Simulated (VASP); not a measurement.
BiW (rocksalt type), 2 atoms in the cell. It takes space group Fm-3m (No. 225, cubic). The conventional cell has a = 5.639 Å, b = 5.639 Å, c = 5.639 Å, α = 90.00°, β = 90.00°, γ = 90.00°. Within 3.7 Å of W (site symmetry m-3m) lie 6 Bi at 2.82 Å. Bi (site symmetry m-3m) has 6 W at 2.82 Å within 3.7 Å. 

```yaml
Program: VASP 6.6.1
Task: single point
Functional: PBEsol
Potentials_or_basis: VASP PAW PBE potentials, release 64 (W_sv, Bi_d)
Cutoff: 520 eV
k_mesh: 11 × 11 × 11
Occupations: fermi-dirac, width 0.05 eV
Spin: no spin polarisation
Dipole_correction: no
Further_INCAR_settings: ALGO = Normal; EDIFF = 1e-07; NBANDS = 22
```

Potentials or basis: VASP PAW PBE potentials, release 64 (W_sv, Bi_d).

The run is started by

```console
$ cat potpaw_PBE.64/W_sv/POTCAR potpaw_PBE.64/Bi_d/POTCAR > POTCAR
$ mpirun -np 1 vasp_std > vasp.out
```

Hardware: 1 thread of Intel Xeon 8259CL, on a shared host.

Q: Estimate the wall time of this run.

A: Run time: 100 s on 1 thread of Intel Xeon 8259CL, on a shared host, peak memory 0.2 GiB. Counts: scf iterations 14, k points 56.
